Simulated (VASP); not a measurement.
# TePb (Pm-3m) in VASP: further runs

Aim: see how the results for TePb move with the level of theory and the settings. Levels: BLYP, RPBE+D3(BJ), r2SCAN. Tasks: relaxation of cell and atoms, single point.

All numbers are computed with VASP 6.6.1; they aren't measurements. Logs are shortened: lines on timing, memory, paths and dates and some standing lists are left out, and cuts for length are marked.

### Step 1. The cell of the first run

The structure is cubic, space group Pm-3m (No. 221). Conventional cell: a = 4.002 Å, b = 4.002 Å, c = 4.002 Å, α = 90.00°, β = 90.00°, γ = 90.00°. Within 4.6 Å of Pb (site symmetry m-3m) lie 8 Te at 3.47 Å and 6 Pb at 4.00 Å. Te (site symmetry m-3m) has 8 Pb at 3.47 Å and 6 Te at 4.00 Å within 4.6 Å.

### Step 2. Relaxation of cell and atoms, BLYP

Input file INCAR:

```
SYSTEM = TePb
  AGGAC = 1.0
  AGGAX = 1.0
  ALDAC = 0.0
  ALDAX = 1.0
  ALGO = Normal
  EDIFF = 1E-6
  EDIFFG = -0.005
  ENCUT = 600
  GGA = B5
  IBRION = 2
  ISIF = 3
  ISMEAR = -1
  LASPH = .TRUE.
  LCHARG = .FALSE.
  LREAL = .FALSE.
  LWAVE = .FALSE.
  NELM = 60
  NSW = 80
  PREC = Accurate
  SIGMA = 0.05
```

Input file KPOINTS:

```
k-points
0
G
  7 7 7
  0 0 0
```

Input file POSCAR:

```
TePb
1.0
    4.0022870000      0.0000000000      0.0000000000
    0.0000000000      4.0022870000      0.0000000000
    0.0000000000      0.0000000000      4.0022870000
Pb Te
1 1
Direct
    0.0000000000      0.0000000000      0.0000000000
    0.5000000000      0.5000000000      0.5000000000
```

Potentials or basis: VASP PAW PBE potentials, release 64 (Pb_d, Te).

Command:

```bash
cat potpaw_PBE.64/Pb_d/POTCAR potpaw_PBE.64/Te/POTCAR > POTCAR
mpirun -np 1 vasp_std > vasp.out
```

OUTCAR:

```text
SYSTEM = TePb
   EDIFF = 1E-6
   EDIFFG = -0.005
   ENCUT = 600
   GGA = B5
   IBRION = 2
   ISIF = 3
   ISMEAR = -1
   LASPH = .TRUE.
   LREAL = .FALSE.
   NELM = 60
   NSW = 80
   PREC = Accurate

 ion  position               nearest neighbor table
   1  0.000  0.000  0.000-   2 3.47   2 3.47   2 3.47   2 3.47   2 3.47   2 3.47   2 3.47   2 3.47

   2  0.500  0.500  0.500-   1 3.47   1 3.47   1 3.47   1 3.47   1 3.47   1 3.47   1 3.47   1 3.47

  LATTYP: Found a simple cubic cell.
 ALAT       =     4.0022870000

  Lattice vectors:

 A1 = (   4.0022870000,   0.0000000000,   0.0000000000)
 A2 = (   0.0000000000,   4.0022870000,   0.0000000000)
 A3 = (   0.0000000000,   0.0000000000,   4.0022870000)

Analysis of symmetry for initial positions (statically):
=====================================================================
 Subroutine PRICEL returns:
 Original cell was already a primitive cell.

 Routine SETGRP: Setting up the symmetry group for a
 simple cubic supercell.

 Subroutine GETGRP returns: Found 48 space group operations
 (whereof 48 operations were pure point group operations)
 out of a pool of 48 trial point group operations.

The static configuration has the point symmetry O_h .

Analysis of symmetry for dynamics (positions and initial velocities):
=====================================================================
 Subroutine PRICEL returns:
 Original cell was already a primitive cell.

 Routine SETGRP: Setting up the symmetry group for a
 simple cubic supercell.

 Subroutine GETGRP returns: Found 48 space group operations
 (whereof 48 operations were pure point group operations)
 out of a pool of 48 trial point group operations.

The dynamic configuration has the point symmetry O_h .

 Subroutine INISYM returns: Found 48 space group operations
 (whereof 48 operations are pure point group operations),
 and found     1 'primitive' translations

----------------------------------------------------------------------------------------

                                     Primitive cell

  volume of cell :      64.1098

  direct lattice vectors                    reciprocal lattice vectors
     4.002287000  0.000000000  0.000000000     0.249857144  0.000000000  0.000000000
     0.000000000  4.002287000  0.000000000     0.000000000  0.249857144  0.000000000
     0.000000000  0.000000000  4.002287000     0.000000000  0.000000000  0.249857144

  length of vectors
     4.002287000  4.002287000  4.002287000     0.249857144  0.249857144  0.249857144

  position of ions in fractional coordinates (direct lattice)
     0.000000000  0.000000000  0.000000000
     0.500000000  0.500000000  0.500000000

  ion indices of the primitive-cell ions
   primitive index   ion index
                 1           1
                 2           2

----------------------------------------------------------------------------------------

 KPOINTS: k-points

Automatic generation of k-mesh.
 Grid dimensions read from file:
 generate k-points for:    7    7    7

 Generating k-lattice:

  Cartesian coordinates                     Fractional coordinates (reciprocal lattice)
     0.035693878  0.000000000  0.000000000     0.142857143  0.000000000  0.000000000
     0.000000000  0.035693878  0.000000000     0.000000000  0.142857143  0.000000000
     0.000000000  0.000000000  0.035693878     0.000000000  0.000000000  0.142857143

  Length of vectors
     0.035693878  0.035693878  0.035693878

  Shift w.r.t. Gamma in fractional coordinates (k-lattice)
     0.000000000  0.000000000  0.000000000

 Subroutine IBZKPT returns following result:
 ===========================================

 Found     20 irreducible k-points:

 Following reciprocal coordinates:
            Coordinates               Weight
  0.000000  0.000000  0.000000      1.000000
  0.142857  0.000000  0.000000      6.000000
  0.285714  0.000000  0.000000      6.000000
  0.428571  0.000000  0.000000      6.000000
  0.142857  0.142857  0.000000     12.000000
  0.285714  0.142857  0.000000     24.000000
[... 12 lines left out ...]
  0.428571  0.428571  0.285714     24.000000
  0.428571  0.428571  0.428571      8.000000
   k-points           NKPTS =     20   k-points in BZ     NKDIM =     20   number of bands    NBANDS=     14
   number of dos      NEDOS =    301   number of ions     NIONS =      2
   total plane-waves  NPLWV =  32768
   dimension x,y,z NGX =    32 NGY =   32 NGZ =   32
   dimension x,y,z NGXF=    64 NGYF=   64 NGZF=   64
   ions per type =               1   1
   NGX,Y,Z   is equivalent  to a cutoff of  13.29, 13.29, 13.29 a.u.
   NGXF,Y,Z  is equivalent  to a cutoff of  26.58, 26.58, 26.58 a.u.
 SYSTEM =  TePb
   PREC   = accura    normal or accurate (medium, high low for compatibility)
   ISTART =      0    job   : 0-new  1-cont  2-samecut
   ICHARG =      2    charge: 1-file 2-atom 10-const
   ISPIN  =      1    spin polarized calculation?
   LNONCOLLINEAR =      F non collinear calculations
   LSORBIT =      F    spin-orbit coupling
   LASPH  =      T    aspherical Exc in radial PAW
   ENCUT  =  600.0 eV  44.10 Ry    6.64 a.u.   7.99  7.99  7.99*2*pi/ulx,y,z
   NELM   =     60;   NELMIN=  2; NELMDL= -5     # of ELM steps
   EDIFF  = 0.1E-05   stopping-criterion for ELM
   LREAL  =      F    real-space projection
   EDIFFG = -.5E-02   stopping-criterion for IOM
   NSW    =     80    number of steps for IOM
   IBRION =      2    ionic relax: 0-MD 1-quasi-New 2-CG
   NFREE  =      1    steps in history (QN), initial steepest desc. (CG)
   ISIF   =      3    stress and relaxation
   ISYM   =      2    0-nonsym 1-usesym 2-fastsym
   POTIM  = 0.5000    time-step for ionic-motion
   TEBEG  =    0.0;   TEEND  =   0.0 temperature during run
   PSTRESS=    0.0 pullay stress
   NELECT =      20.0000    total number of electrons
   NUPDOWN=      -1.0000    fix difference up-down
   EMIN   =  10.00;   EMAX   =-10.00  energy-range for DOS
   EFERMI =   0.00;   METHOD = LEGACY
   ISMEAR =    -1;   SIGMA  =   0.05  broadening in eV -4-tet -1-fermi 0-gaus
   EFERMI_NEDOS =   21; number of points for ismear=-14 and -15
   IALGO  =     38    algorithm
   IMIX   =      4    mixing-type and parameters
     AMIX     =   0.40;   BMIX     =  1.00
     AMIX_MAG =   1.60;   BMIX_MAG =  1.00
  volume/ion in A,a.u.               =      32.05       216.32
  Fermi-wavevector in a.u.,A,eV,Ry     =   1.110307  2.098177 16.773027  1.232783
  Thomas-Fermi vector in A             =   2.246857
   LORBIT       =      0    0 simple, 1 ext, 2 COOP (PROOUT), +10 PAW based schemes
   GGA     = B5    functional components
   LHFCALC =     F    Hartree Fock is set to
   AEXX    =    0.0000 exact exchange contribution
   IVDW    =     0    specifies the selected vdW correction
   LEPSILON=     F    determine dielectric tensor
   LRPA    =     F    only Hartree local field effects (RPA)
 conjugate gradient relaxation of ions
 non-spin polarized calculation
  energy-cutoff  :      600.00
  volume of cell :       64.11
 maximum number of plane-waves:      2170
 NGX is ok and might be reduce to    32
   NGX = 15   NGY = 15   NGZ = 15

--------------------------------------- Ionic step        1  -------------------------------------------

 number of electron      20.0000004 magnetization

 Free energy of the ion-electron system (eV)
  ---------------------------------------------------
  ext. energy  EPLUGINS =         0.00000000
  ---------------------------------------------------
  free energy    TOTEN  =        -5.69795713 eV

  energy without entropy =       -5.68629386  energy(sigma->0) =       -5.69212550

------------------------ aborting loop because EDIFF is reached ----------------------------------------

  FORCE on cell =-STRESS in cart. coord.  units (eV):
  Direction    XX          YY          ZZ          XY          YZ          ZX
  --------------------------------------------------------------------------------------
  -------------------------------------------------------------------------------------
  Total        1.5478810      1.5478810      1.5478810      0.0000000      0.0000000     -0.0000000
  in kB       38.6832954     38.6832954     38.6832954      0.0000000      0.0000000     -0.0000000
  external PRESSURE =      38.6832954 kB  Pullay stress =       0.0000000 kB

 VOLUME and BASIS-vectors are now :
 -----------------------------------------------------------------------------
  energy-cutoff  :      600.00
  volume of cell :       64.11
      direct lattice vectors                 reciprocal lattice vectors
     4.002287000  0.000000000  0.000000000     0.249857144  0.000000000  0.000000000
     0.000000000  4.002287000  0.000000000     0.000000000  0.249857144  0.000000000
     0.000000000  0.000000000  4.002287000     0.000000000  0.000000000  0.249857144

 POSITION                                       TOTAL-FORCE (eV/Angst)
 -----------------------------------------------------------------------------------
      0.00000      0.00000      0.00000         0.000000      0.000000      0.000000
      2.00114      2.00114      2.00114         0.000000      0.000000      0.000000
 -----------------------------------------------------------------------------------
    total drift:                                0.000000      0.000000      0.000000

  FREE ENERGIE OF THE ION-ELECTRON SYSTEM (eV)
  ---------------------------------------------------
  free  energy   TOTEN  =        -5.6979571321 eV
[... 17 lines left out ...]
 VOLUME and BASIS-vectors are now :
 -----------------------------------------------------------------------------
  energy-cutoff  :      600.00
  volume of cell :       71.56
      direct lattice vectors                 reciprocal lattice vectors
     4.151720164  0.000000000 -0.000000000     0.240864018 -0.000000000  0.000000000
     0.000000000  4.151720164  0.000000000    -0.000000000  0.240864018 -0.000000000
    -0.000000000  0.000000000  4.151720164     0.000000000 -0.000000000  0.240864018

 POSITION                                       TOTAL-FORCE (eV/Angst)
 -----------------------------------------------------------------------------------
      0.00000      0.00000      0.00000        -0.000000      0.000000      0.000000
      2.07586      2.07586      2.07586         0.000000     -0.000000      0.000000
 -----------------------------------------------------------------------------------
    total drift:                                0.000000      0.000000     -0.000000

  FREE ENERGIE OF THE ION-ELECTRON SYSTEM (eV)
  ---------------------------------------------------
  free  energy   TOTEN  =        -5.7652028058 eV

  energy  without entropy=       -5.7572186463  energy(sigma->0) =       -5.76121073

--------------------------------------- Ionic step        3  -------------------------------------------

 number of electron      19.9999997 magnetization

 Free energy of the ion-electron system (eV)
  ---------------------------------------------------
  ext. energy  EPLUGINS =         0.00000000
  ---------------------------------------------------
  free energy    TOTEN  =        -5.76739405 eV

  energy without entropy =       -5.75904013  energy(sigma->0) =       -5.76321709

 E-fermi :   5.8722     XC(G=0):  -8.6713

 val. band max:        5.8252163746   @ k =   0.4286   0.2857   0.0000
 cond. band min:       5.9718027059   @ k =   0.4286   0.4286   0.0000
 fundamental gap:      0.1465863313
 Fermi energy:         5.8721900033

 k-point     1 :       0.0000    0.0000    0.0000
  band No.  band energies     occupation
      1     -11.4272      2.00000
      2     -11.4272      2.00000
      3     -11.3674      2.00000
      4     -11.3674      2.00000
      5     -11.3674      2.00000
      6      -5.7670      2.00000
      7      -1.3474      2.00000
      8       4.4601      2.00000
      9       4.4601      2.00000
     10       4.4601      2.00000
     11      10.2999      0.00000
     12      10.2999      0.00000
     13      10.3322      0.00000
     14      10.3322      0.00000

 k-point     2 :       0.1429    0.0000    0.0000
  band No.  band energies     occupation
      1     -11.4268      2.00000
      2     -11.4179      2.00000
      3     -11.3706      2.00000
      4     -11.3706      2.00000
      5     -11.3671      2.00000
      6      -5.6261      2.00000
      7      -1.5842      2.00000
      8       4.3277      2.00000
      9       4.6201      2.00000
     10       4.6201      2.00000
     11       9.2642      0.00000
     12       9.9296      0.00000
     13       9.9296      0.00000
     14      10.4428      0.00000
[... 317 lines left out ...]
 VOLUME and BASIS-vectors are now :
 -----------------------------------------------------------------------------
  energy-cutoff  :      600.00
  volume of cell :       70.31
      direct lattice vectors                 reciprocal lattice vectors
     4.127363275  0.000000000 -0.000000000     0.242285433 -0.000000000  0.000000000
     0.000000000  4.127363275  0.000000000    -0.000000000  0.242285433 -0.000000000
    -0.000000000  0.000000000  4.127363275     0.000000000 -0.000000000  0.242285433

 POSITION                                       TOTAL-FORCE (eV/Angst)
 -----------------------------------------------------------------------------------
      0.00000      0.00000      0.00000        -0.000000      0.000000      0.000000
      2.06368      2.06368      2.06368         0.000000     -0.000000      0.000000
 -----------------------------------------------------------------------------------
    total drift:                                0.000000      0.000000     -0.000000

  FREE ENERGIE OF THE ION-ELECTRON SYSTEM (eV)
  ---------------------------------------------------
  free  energy   TOTEN  =        -5.7673940489 eV

  energy  without entropy=       -5.7590401267  energy(sigma->0) =       -5.76321709

 reached required accuracy - stopping structural energy minimisation
```

It took 59 s on 1 thread of Intel Xeon 6975P-C, shared host; peak memory 0.2 GiB.

What came out:

```yaml
Free_energy: -5.7674 eV
Relaxed_volume: 35.16 Å³/atom
Relaxed_cell: a = 4.127 Å, b = 4.127 Å, c = 4.127 Å, α = 90.00°, β = 90.00°, γ = 90.00°
Space_group_after_relaxing_to_0.05_Å: Pm-3m (No. 221)
Energy_gained_by_relaxing: 34.7 meV/atom
Ionic_steps: 3
Pressure_after_relaxing: 0.0 GPa
Band_gap_on_the_k_mesh: zero (band 10 reaches 5.97 eV, above the bottom of band 11 at 5.47 eV)
```

The path:
```csv
step,energy change (eV),largest force (eV/Å),pressure (GPa),volume (Å³)
1,0.0000,0.0000,3.87,64.11
2,-0.0672,0.0000,-0.58,71.56
3,-0.0694,0.0000,0.01,70.31
```

Final structure:
```xyz
2
Lattice="4.1274 0.0000 0.0000 0.0000 4.1274 0.0000 0.0000 0.0000 4.1274" Properties=species:S:1:pos:R:3 pbc="T T T"
Pb    0.0000    0.0000    0.0000
Te    2.0637    2.0637    2.0637
```

Levels at points of the mesh, in eV from the Fermi level:
| k point | band 8 | band 9 | band 10 | band 11 | band 12 | band 13 |
| --- | --- | --- | --- | --- | --- | --- |
| (0.00, 0.00, 0.00) | -1.41 | -1.41 | -1.41 | 4.43 | 4.43 | 4.46 |

Caveat: the PAW data sets were made with another functional, which shifts forces and pressure a little; spin-orbit coupling is left out, which moves the levels of the heavy elements.

(Continued in part 2 of 2.)
